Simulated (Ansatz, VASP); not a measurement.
## ZnPb2N2 in VASP and in Ansatz

```
Zn Pb N
1.0
     3.95732    0.00000    0.00000
    -1.97866    3.42714    0.00000
     0.00000    0.00000    7.98619
Zn Pb N
1 2 2
Direct
  0.00000 0.00000 0.50000
  0.66667 0.33333 0.18693
  0.33333 0.66667 0.81307
  0.00000 0.00000 0.69832
  0.00000 0.00000 0.30168
```

Alike in both runs: task single point; functional PBE; dispersion D3(BJ); k mesh 9 × 9 × 4; occupations gaussian, width 0.05 eV; no spin polarisation.

```csv
,VASP,Ansatz
version,VASP 6.6.1,Ansatz 0.2.0
potentials or method,"VASP PAW PBE potentials, release 64 (Zn, Pb_d, N), cutoff 520 eV","scalar-relativistic, plane waves, PAW"
valence electrons in the cell,50,50
```

Ansatz gave:

- gap on the k mesh at the Fermi level (eV): 0.19
- least direct gap on the mesh (eV): 0.97
- pressure (GPa): 9.1
- traceless stress, the component that is largest in VASP (GPa): 30.91
- rms of the force components (eV/Å): 3.029

Problem. Which values does VASP return?

Solution. gap on the k mesh at the Fermi level (eV): 0.19; least direct gap on the mesh (eV): 0.98; pressure (GPa): 9.4; traceless stress, the component that is largest in VASP (GPa): 31.69; rms of the force components (eV/Å): 3.115.

Atom by atom the forces differ by 0.087 eV/Å (rms over components).

Spin-orbit coupling is off throughout.
